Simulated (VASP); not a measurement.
The system is W.

```
W
1.0
     0.00000    2.03000    2.03000
     2.03000    0.00000    2.03000
     2.03000    2.03000    0.00000
W
1
Direct
  0.00000 0.00000 0.00000
```

Base run:

```yaml
Program: VASP 6.6.1
Functional: PBE
Potentials_or_basis: VASP PAW PBE potentials, release 64 (W_sv)
Cutoff: 520 eV
k_mesh: 9 × 9 × 9
Occupations: fermi-dirac, width 0.15 eV
Spin: no spin polarisation
```

Its results: band gap on the k mesh zero (band 7 reaches 12.62 eV, above the bottom of band 8 at 9.70 eV); pressure -4.3 GPa.

Problem. The run is repeated on the same cell with these changes: functional from PBE to BLYP. What comes out?

Solution. Band gap on the k mesh zero (band 7 reaches 13.41 eV, above the bottom of band 8 at 10.19 eV); pressure 5.7 GPa.

BLYP binds less tightly than PBE, so the same cell stands under more pressure.

Caveats: spin-orbit coupling is left out, which moves the levels of the heavy elements; the PAW data sets were made with another functional, which shifts forces and pressure a little (some runs).
